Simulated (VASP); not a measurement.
A run of VASP 6.6.1 is set up as follows.

Contents of INCAR:

```
SYSTEM = Na
PREC = Accurate ; ENCUT = 520
EDIFF = 1E-6 ; ISMEAR = 0
SIGMA = 0.1 ; LREAL = .False.
LASPH = .True. ; NELM = 100
ALGO = Fast ; ISIF = 2
LWAVE = .False. ; LCHARG = .True.
GGA = PS ; LELF = .True.
LVHAR = .True. ; NBANDS = 10
```

KPOINTS

```
Automatic mesh
0
Gamma
  14 14 14
  0 0 0
```

Contents of POSCAR:

```
Na
1.0
   -2.1307020148      2.1307020148      2.0067463459
    2.1307020148     -2.1307020148      2.0067463459
    2.1307020148      2.1307020148     -2.0067463459
Na
1
Direct
    0.0000000000      0.0000000000      0.0000000000
```

Potentials or basis: VASP PAW PBE potentials, release 64 (Na_pv).

Launch:

```sh
$ cat potpaw_PBE.64/Na_pv/POTCAR > POTCAR
$ mpirun -np 1 vasp_std > vasp.out
```

Q: Estimate the band gap on the k mesh.

A: Zero (an odd number of electrons rules out a gap without spin polarisation).

Q: Predict the pressure.

A: 0.0 GPa.

Stress tensor (GPa, compression positive):
```
-0.04  0.00  0.00
 0.00 -0.04  0.00
 0.00  0.00  0.04
```

Caveat: the PAW data sets were made with another functional, which shifts forces and pressure a little.
